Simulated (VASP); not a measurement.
# HfBe2Si2 (P6/mmm) in VASP: notebook

The runs below take HfBe2Si2 through single point, relaxation of cell and atoms, with PBE.

Program: VASP 6.6.1. These are calculated values, not measurements. Logs are shortened: lines on timing, memory, paths and dates and some standing lists are left out, and cuts for length are marked.

### Step 1. The cell of the first run

It takes space group P6/mmm (No. 191, hexagonal). The conventional cell has a = 3.547 Å, b = 3.547 Å, c = 6.670 Å, α = 90.00°, β = 90.00°, γ = 120.00°. Hf (site symmetry 6/mmm) has 2 Be at 2.22 Å within 2.9 Å. Within 2.9 Å of Be (site symmetry 6mm) lie 1 Hf at 2.22 Å and 1 Be at 2.23 Å and 6 Si at 2.33 Å. Si (site symmetry -6m2) has 3 Si at 2.05 Å and 6 Be at 2.33 Å within 2.7 Å.

The cell was built from a structure type or drawn by symmetry, and may not be a known phase.

### Step 2. Single point, PBE

Input file INCAR:

```
SYSTEM = HfBe2Si2
PREC = Accurate ; ENCUT = 520
EDIFF = 1E-7 ; ISMEAR = 0
SIGMA = 0.1 ; LREAL = .FALSE.
LASPH = .TRUE. ; NELM = 60
ALGO = Fast ; ISIF = 2
LWAVE = .FALSE. ; LCHARG = .TRUE.
GGA = PE ; LELF = .TRUE.
LVHAR = .TRUE. ; NBANDS = 19
```

Input file KPOINTS:

```
regular mesh
0
G
  6 6 4
  0 0 0
```

Input file POSCAR:

```
HfBe2Si2
1.0
    3.5473203200      0.0000000000      0.0000000000
   -1.7736601600      3.0720695200      0.0000000000
    0.0000000000      0.0000000000      6.6704566500
Hf Be Si
1 2 2
Direct
    0.0000000000      0.0000000000      0.0000000000
    0.0000000000      0.0000000000      0.3330568200
    0.0000000000      0.0000000000      0.6669431800
    0.3333333300      0.6666666700      0.5000000000
    0.6666666700      0.3333333300      0.5000000000
```

Potentials or basis: VASP PAW PBE potentials, release 64 (Hf_pv, Be, Si).

Command:

```sh
> cat potpaw_PBE.64/Hf_pv/POTCAR potpaw_PBE.64/Be/POTCAR potpaw_PBE.64/Si/POTCAR > POTCAR
> mpirun -np 1 vasp_std > vasp.out
```

OUTCAR:

```text
SYSTEM = HfBe2Si2
   PREC = Accurate
   ENCUT = 520
   EDIFF = 1E-7
   ISMEAR = 0
   LREAL = .FALSE.
   LASPH = .TRUE.
   NELM = 60
   ISIF = 2
   GGA = PE

 ion  position               nearest neighbor table
   1  0.000  0.000  0.000-   2 2.22   3 2.22
   2  0.000  0.000  0.333-   1 2.22   3 2.23   4 2.33   5 2.33   5 2.33   4 2.33   5 2.33   4 2.33

   3  0.000  0.000  0.667-   1 2.22   2 2.23   4 2.33   5 2.33   5 2.33   4 2.33   5 2.33   4 2.33

   4  0.333  0.667  0.500-   5 2.05   5 2.05   5 2.05   2 2.33   3 2.33   3 2.33   2 2.33   3 2.33
                             2 2.33
   5  0.667  0.333  0.500-   4 2.05   4 2.05   4 2.05   2 2.33   3 2.33   2 2.33   3 2.33   2 2.33
                             3 2.33

  LATTYP: Found a hexagonal cell.
 ALAT       =     3.5473203200
 C/A-ratio  =     1.8804212894

  Lattice vectors:

 A1 = (   3.5473203200,   0.0000000000,   0.0000000000)
 A2 = (  -1.7736601600,   3.0720695200,   0.0000000000)
 A3 = (   0.0000000000,   0.0000000000,   6.6704566500)

Analysis of symmetry for initial positions (statically):
=====================================================================
 Subroutine PRICEL returns:
 Original cell was already a primitive cell.

 Routine SETGRP: Setting up the symmetry group for a
 hexagonal supercell.

 Subroutine GETGRP returns: Found 24 space group operations
 (whereof 24 operations were pure point group operations)
 out of a pool of 24 trial point group operations.

The static configuration has the point symmetry D_6h.

Analysis of symmetry for dynamics (positions and initial velocities):
=====================================================================
 Subroutine PRICEL returns:
 Original cell was already a primitive cell.

 Routine SETGRP: Setting up the symmetry group for a
 hexagonal supercell.

 Subroutine GETGRP returns: Found 24 space group operations
 (whereof 24 operations were pure point group operations)
 out of a pool of 24 trial point group operations.

The dynamic configuration has the point symmetry D_6h.

 Subroutine INISYM returns: Found 24 space group operations
 (whereof 24 operations are pure point group operations),
 and found     1 'primitive' translations

----------------------------------------------------------------------------------------

                                     Primitive cell

  volume of cell :      72.6921

  direct lattice vectors                    reciprocal lattice vectors
     3.547320320  0.000000000  0.000000000     0.281902932  0.162756733  0.000000000
    -1.773660160  3.072069520  0.000000000     0.000000000  0.325513467  0.000000000
     0.000000000  0.000000000  6.670456650     0.000000000  0.000000000  0.149914774

  length of vectors
     3.547320320  3.547320327  6.670456650     0.325513467  0.325513467  0.149914774

  position of ions in fractional coordinates (direct lattice)
     0.000000000  0.000000000  0.000000000
     0.000000000  0.000000000  0.333056820
     0.000000000  0.000000000  0.666943180
     0.333333330  0.666666670  0.500000000
     0.666666670  0.333333330  0.500000000

  ion indices of the primitive-cell ions
   primitive index   ion index
                 1           1
                 2           2
                 3           3
                 4           4
                 5           5

----------------------------------------------------------------------------------------

 KPOINTS: regular mesh

Automatic generation of k-mesh.
 Grid dimensions read from file:
 generate k-points for:    6    6    4

 Generating k-lattice:

  Cartesian coordinates                     Fractional coordinates (reciprocal lattice)
     0.046983822  0.027126122  0.000000000     0.166666667  0.000000000  0.000000000
     0.000000000  0.054252244  0.000000000     0.000000000  0.166666667  0.000000000
     0.000000000  0.000000000  0.037478693     0.000000000  0.000000000  0.250000000

  Length of vectors
     0.054252245  0.054252244  0.037478693

  Shift w.r.t. Gamma in fractional coordinates (k-lattice)
     0.000000000  0.000000000  0.000000000

 Subroutine IBZKPT returns following result:
 ===========================================

 Found     21 irreducible k-points:

 Following reciprocal coordinates:
            Coordinates               Weight
  0.000000  0.000000  0.000000      1.000000
  0.166667 -0.000000  0.000000      6.000000
  0.333333 -0.000000  0.000000      6.000000
  0.500000 -0.000000  0.000000      3.000000
  0.166667  0.166667  0.000000      6.000000
  0.333333  0.166667  0.000000     12.000000
[... 13 lines left out ...]
  0.333333  0.166667  0.500000     12.000000
  0.333333  0.333333  0.500000      2.000000
   k-points           NKPTS =     21   k-points in BZ     NKDIM =     21   number of bands    NBANDS=     19
   number of dos      NEDOS =    301   number of ions     NIONS =      5
   total plane-waves  NPLWV =  39200
   dimension x,y,z NGX =    28 NGY =   28 NGZ =   50
   dimension x,y,z NGXF=    56 NGYF=   56 NGZF=  100
   ions per type =               1   2   2
   NGX,Y,Z   is equivalent  to a cutoff of  13.12, 13.12, 12.46 a.u.
   NGXF,Y,Z  is equivalent  to a cutoff of  26.24, 26.24, 24.92 a.u.
 SYSTEM =  HfBe2Si2
   PREC   = accura    normal or accurate (medium, high low for compatibility)
   ISTART =      0    job   : 0-new  1-cont  2-samecut
   ICHARG =      2    charge: 1-file 2-atom 10-const
   ISPIN  =      1    spin polarized calculation?
   LNONCOLLINEAR =      F non collinear calculations
   LSORBIT =      F    spin-orbit coupling
   LASPH  =      T    aspherical Exc in radial PAW
   ENCUT  =  520.0 eV  38.22 Ry    6.18 a.u.   6.60  6.60 12.40*2*pi/ulx,y,z
   NELM   =     60;   NELMIN=  2; NELMDL= -5     # of ELM steps
   EDIFF  = 0.1E-06   stopping-criterion for ELM
   LREAL  =      F    real-space projection
   EDIFFG = 0.1E-05   stopping-criterion for IOM
   NSW    =      0    number of steps for IOM
   IBRION =     -1    ionic relax: 0-MD 1-quasi-New 2-CG
   NFREE  =      0    steps in history (QN), initial steepest desc. (CG)
   ISIF   =      2    stress and relaxation
   ISYM   =      2    0-nonsym 1-usesym 2-fastsym
   POTIM  = 0.5000    time-step for ionic-motion
   TEBEG  =    0.0;   TEEND  =   0.0 temperature during run
   PSTRESS=    0.0 pullay stress
   NELECT =      22.0000    total number of electrons
   NUPDOWN=      -1.0000    fix difference up-down
   EMIN   =  10.00;   EMAX   =-10.00  energy-range for DOS
   EFERMI =   0.00;   METHOD = LEGACY
   ISMEAR =     0;   SIGMA  =   0.10  broadening in eV -4-tet -1-fermi 0-gaus
   EFERMI_NEDOS =   21; number of points for ismear=-14 and -15
   IALGO  =     68    algorithm
   IMIX   =      4    mixing-type and parameters
     AMIX     =   0.40;   BMIX     =  1.00
     AMIX_MAG =   1.60;   BMIX_MAG =  1.00
  volume/ion in A,a.u.               =      14.54        98.11
  Fermi-wavevector in a.u.,A,eV,Ry     =   1.099141  2.077075 16.437346  1.208111
  Thomas-Fermi vector in A             =   2.235530
   LORBIT       =      0    0 simple, 1 ext, 2 COOP (PROOUT), +10 PAW based schemes
   GGA     = PE    functional components
   LHFCALC =     F    Hartree Fock is set to
   AEXX    =    0.0000 exact exchange contribution
   IVDW    =     0    specifies the selected vdW correction
   LEPSILON=     F    determine dielectric tensor
   LRPA    =     F    only Hartree local field effects (RPA)
 non-spin polarized calculation
 RMM-DIIS sequential band-by-band and
 Gauss-broadening in eV      SIGMA  =   0.10
  energy-cutoff  :      520.00
  volume of cell :       72.69
 maximum number of plane-waves:      2004
 NGX is ok and might be reduce to    28
   NGX = 13   NGY = 13   NGZ = 25

 number of electron      22.0000001 magnetization

 Free energy of the ion-electron system (eV)
  ---------------------------------------------------
  ext. energy  EPLUGINS =         0.00000000
  ---------------------------------------------------
  free energy    TOTEN  =       -20.14785666 eV

  energy without entropy =      -20.11159845  energy(sigma->0) =      -20.12972756

 E-fermi :   6.6746     XC(G=0): -10.4701

 val. band max:        6.6558079311   @ k =   0.3333   0.1667   0.2500
 cond. band min:       6.6957779561   @ k =   0.3333   0.1667   0.0000
 fundamental gap:      0.0399700251
 Fermi energy:         6.6745929791

 k-point     1 :       0.0000    0.0000    0.0000
  band No.  band energies     occupation
      1     -24.2972      2.00000
      2     -24.1822      2.00000
      3     -24.1822      2.00000
      4      -8.3286      2.00000
      5      -0.3089      2.00000
      6       1.4056      2.00000
[... 11 lines left out ...]
     18      10.0824      0.00000
     19      13.5272      0.00000

 k-point     2 :       0.1667   -0.0000    0.0000
  band No.  band energies     occupation
      1     -24.2910      2.00000
      2     -24.2286      2.00000
      3     -24.1936      2.00000
      4      -7.9314      2.00000
      5      -0.0058      2.00000
      6       1.1106      2.00000
[... 11 lines left out ...]
     18      11.2799      0.00000
     19      11.9486      0.00000

 k-point     3 :       0.3333   -0.0000    0.0000
  band No.  band energies     occupation
      1     -24.3201      2.00000
      2     -24.2785      2.00000
      3     -24.2162      2.00000
      4      -6.7575      2.00000
      5      -2.0510      2.00000
      6       0.8629      2.00000
[... 11 lines left out ...]
     18      11.2784      0.00000
     19      11.8653      0.00000

 k-point     4 :       0.5000   -0.0000    0.0000
  band No.  band energies     occupation
      1     -24.3652      2.00000
      2     -24.2723      2.00000
      3     -24.2274      2.00000
      4      -5.2115      2.00000
      5      -4.2974      2.00000
      6       0.7854      2.00000
[... 341 lines left out ...]
     18      10.0729      0.00000
     19      13.0992      0.00000

 k-point    20 :       0.3333    0.1667    0.5000
  band No.  band energies     occupation
      1     -24.3422      2.00000
      2     -24.2723      2.00000
      3     -24.2510      2.00000
      4      -5.6205      2.00000
      5      -3.1835      2.00000
      6      -0.9358      2.00000
[... 11 lines left out ...]
     18      11.4843      0.00000
     19      14.1287      0.00000

 k-point    21 :       0.3333    0.3333    0.5000
  band No.  band energies     occupation
      1     -24.3109      2.00000
      2     -24.3109      2.00000
      3     -24.2692      2.00000
      4      -4.0109      2.00000
      5      -4.0109      2.00000
      6      -2.7111      2.00000
[... 11 lines left out ...]
     18      11.2339      0.00000
     19      11.2339      0.00000

------------------------ aborting loop because EDIFF is reached ----------------------------------------

  FORCE on cell =-STRESS in cart. coord.  units (eV):
  Direction    XX          YY          ZZ          XY          YZ          ZX
  --------------------------------------------------------------------------------------
  -------------------------------------------------------------------------------------
  Total       14.6913093     14.6913094     10.5415489      0.0000000      0.0000000      0.0000000
  in kB      323.8053893    323.8053909    232.3421478      0.0000000      0.0000000      0.0000000
  external PRESSURE =     293.3176427 kB  Pullay stress =       0.0000000 kB

 VOLUME and BASIS-vectors are now :
 -----------------------------------------------------------------------------
  energy-cutoff  :      520.00
  volume of cell :       72.69
      direct lattice vectors                 reciprocal lattice vectors
     3.547320320  0.000000000  0.000000000     0.281902932  0.162756733  0.000000000
    -1.773660160  3.072069520  0.000000000     0.000000000  0.325513467  0.000000000
     0.000000000  0.000000000  6.670456650     0.000000000  0.000000000  0.149914774

 POSITION                                       TOTAL-FORCE (eV/Angst)
 -----------------------------------------------------------------------------------
      0.00000      0.00000      0.00000         0.000000      0.000000      0.000000
      0.00000      0.00000      2.22164         0.000000     -0.000000      1.915062
      0.00000      0.00000      4.44882         0.000000      0.000000     -1.915062
     -0.00000      2.04805      3.33523        -0.000000      0.000000      0.000000
      1.77366      1.02402      3.33523        -0.000000      0.000000      0.000000
 -----------------------------------------------------------------------------------
    total drift:                               -0.000000     -0.000000      0.000000

  FREE ENERGIE OF THE ION-ELECTRON SYSTEM (eV)
  ---------------------------------------------------
  free  energy   TOTEN  =       -20.1478566595 eV

  energy  without entropy=      -20.1115984534  energy(sigma->0) =      -20.12972756
```

Wall time 23 s (1 thread of Intel Xeon 6975P-C (Granite Rapids), shared host); peak memory 0.2 GiB.

Results:

```
Free energy            : -20.1479 eV
Pressure               : 29.3 GPa
Largest force          : 1.915 eV/Å
Band gap on the k mesh : zero (bands 11 and 12 overlap by 0.63 eV)
```

Forces on the atoms (eV/Å):
```
Hf   0.000  0.000  0.000
Be   0.000  0.000  1.915
Be   0.000  0.000 -1.915
Si   0.000  0.000  0.000
Si   0.000  0.000  0.000
```

Stress tensor (GPa, compression positive):
```
32.38  0.00  0.00
 0.00 32.38  0.00
 0.00  0.00 23.23
```

Caveat: the cell stands under pressure; spin-orbit coupling is left out, which moves the levels of the heavy elements; forces of over 1 eV/Å act on the atoms, so gaps and moduli don't describe the material at rest.

### Step 3. Single point, PBE

This run uses another cell than the first one, of 18.80 Å³/atom.

Input file INCAR:

```
PREC = Accurate
ENCUT = 520
EDIFF = 1E-6
ISMEAR = 0
SIGMA = 0.1
LREAL = False
LASPH = True
NELM = 100
ALGO = Normal
ISIF = 2
LWAVE = False
LCHARG = False
GGA = PE
NBANDS = 19
```

Input file KPOINTS:

```
regular mesh
0
Gamma
  6 6 4
```

Input file POSCAR:

```
HfBe2Si2
1.0
    3.9430646808      0.0000000000      0.0000000000
   -1.9715323404      3.4147941823      0.0000000000
    0.0000000000      0.0000000000      6.9829121664
Hf Be Si
1 2 2
Direct
    0.0000000000      0.0000000000      0.0000000000
    0.0000000000      0.0000000000      0.3579858237
    0.0000000000      0.0000000000      0.6420141763
    0.3333333333      0.6666666667      0.5000000000
    0.6666666667      0.3333333333      0.5000000000
```

Potentials or basis: VASP PAW PBE potentials, release 64 (Hf_pv, Be, Si).

Command:

```sh
> cat potpaw_PBE.64/Hf_pv/POTCAR potpaw_PBE.64/Be/POTCAR potpaw_PBE.64/Si/POTCAR > POTCAR
> mpirun -np 1 vasp_std > vasp.out
```

Run time: 24 s. Hardware: 1 thread of Intel Xeon 6975P-C (Granite Rapids), shared host; peak memory 0.23 GiB.

Results (log left out):

```
Free energy            : -22.1290 eV
Pressure               : 0.1 GPa
Largest force          : 0.010 eV/Å
Band gap on the k mesh : zero (bands 11 and 12 overlap by 0.56 eV)
```

Forces in eV/Å, atoms in the order of the input:
```
Hf   0.000  0.000  0.000
Be   0.000  0.000 -0.010
Be   0.000  0.000  0.010
Si   0.000  0.000  0.000
Si   0.000  0.000  0.000
```

Levels at points of the mesh, in eV from the Fermi level:
| k point | band 8 | band 9 | band 10 | band 11 | band 12 | band 13 | band 14 | band 15 |
| --- | --- | --- | --- | --- | --- | --- | --- | --- |
| (0.00, 0.00, 0.00) | -2.52 | -1.75 | -1.75 | -1.11 | 0.64 | 0.94 | 0.94 | 1.42 |
| (0.50, 0.00, 0.00) | -2.70 | -2.31 | -2.11 | -0.54 | 0.33 | 0.64 | 1.41 | 2.74 |
| (0.00, 0.00, 0.50) | -2.39 | -1.84 | -1.84 | -1.11 | 0.27 | 0.65 | 0.89 | 0.89 |
| (0.50, 0.00, 0.50) | -3.30 | -2.65 | -0.71 | -0.13 | 0.88 | 1.26 | 1.51 | 1.72 |

Caveat: spin-orbit coupling is left out, which moves the levels of the heavy elements.

### Step 4. Relaxation of cell and atoms, PBE

Input file INCAR:

```
PREC = Accurate
ENCUT = 600
EDIFF = 1E-7
ISMEAR = 0
SIGMA = 0.1
LREAL = False
LASPH = True
NELM = 100
ALGO = Normal
ISIF = 3
LWAVE = False
LCHARG = False
GGA = PE
IBRION = 2
NSW = 90
EDIFFG = -0.04
```

KPOINTS is that of step 3.

Input file POSCAR:

```
HfBe2Si2
1.0
    3.5473203200      0.0000000000      0.0000000000
   -1.7736601600      3.0720695200      0.0000000000
    0.0000000000      0.0000000000      6.6704566500
Hf Be Si
1 2 2
Direct
    0.0000000000      0.0000000000      0.0000000000
    0.0000000000      0.0000000000      0.3330568200
    0.0000000000      0.0000000000      0.6669431800
    0.3333333300      0.6666666700      0.5000000000
    0.6666666700      0.3333333300      0.5000000000
```

Command:

```sh
> cat potpaw_PBE.64/Hf_pv/POTCAR potpaw_PBE.64/Be/POTCAR potpaw_PBE.64/Si/POTCAR > POTCAR
> mpirun -np 1 vasp_std > vasp.out
```

Run time: 2 min. Hardware: 1 thread of Intel Xeon 6975P-C (Granite Rapids), shared host; peak memory 0.22 GiB.

The run converged. Its results:

| Item | Value |
| --- | --- |
| Free energy | -22.1278 eV |
| Relaxed volume | 18.82 Å³/atom |
| Relaxed cell | a = 3.943 Å, b = 3.943 Å, c = 6.989 Å, α = 90.00°, β = 90.00°, γ = 120.00° |
| Space group after relaxing (to 0.1 Å) | P6/mmm (No. 191) |
| Energy gained by relaxing | 395.9 meV/atom |
| Ionic steps | 10 |
| Pressure after relaxing | 0.1 GPa |
| Largest force after relaxing | 0.006 eV/Å |
| Band gap on the k mesh | zero (bands 11 and 12 overlap by 0.55 eV) |

Forces in eV/Å, atoms in the order of the input:
```
Hf   0.000  0.000  0.000
Be   0.000  0.000 -0.006
Be   0.000  0.000  0.006
Si   0.000  0.000  0.000
Si   0.000  0.000  0.000
```

Step by step:
```csv
step,energy change (eV),largest force (eV/Å),pressure (GPa),volume (Å³)
1,0.0000,1.9160,29.33,72.69
2,-1.7236,0.8910,-5.03,104.40
3,-1.8577,1.0930,-0.81,95.64
4,-1.9423,0.4902,-0.36,95.14
5,-1.9595,0.0391,0.06,94.80
6,-1.9708,0.0079,-0.11,94.82
7,-1.9748,0.2054,-0.46,94.84
8,-1.9776,0.0861,-0.31,94.84
9,-1.9779,0.1062,-0.34,94.84
10,-1.9797,0.0064,0.06,94.08
```

Final structure:
```
Hf Be Si
1.0
     3.94259    0.00000    0.00000
    -1.97129    3.41438    0.00000
     0.00000    0.00000    6.98903
Hf Be Si
1 2 2
Direct
  0.00000 0.00000 0.00000
  0.00000 0.00000 0.35792
  0.00000 0.00000 0.64208
  0.33333 0.66667 0.50000
  0.66667 0.33333 0.50000
```

Levels at points of the mesh, in eV from the Fermi level:
```
           k point  band 8  band 9  band 10  band 11  band 12  band 13  band 14  band 15
(0.00, 0.00, 0.00)   -2.52   -1.75    -1.75    -1.11     0.64     0.94     0.94     1.42
(0.50, 0.00, 0.00)   -2.70   -2.31    -2.11    -0.55     0.33     0.64     1.40     2.74
(0.00, 0.00, 0.50)   -2.39   -1.84    -1.84    -1.12     0.26     0.65     0.89     0.89
(0.50, 0.00, 0.50)   -3.30   -2.65    -0.71    -0.13     0.88     1.26     1.51     1.72
```

Caveat: the volume moved by over 15 % at a fixed basis, so the end points are rough; spin-orbit coupling is left out, which moves the levels of the heavy elements.

(Continued in part 2 of 2.)
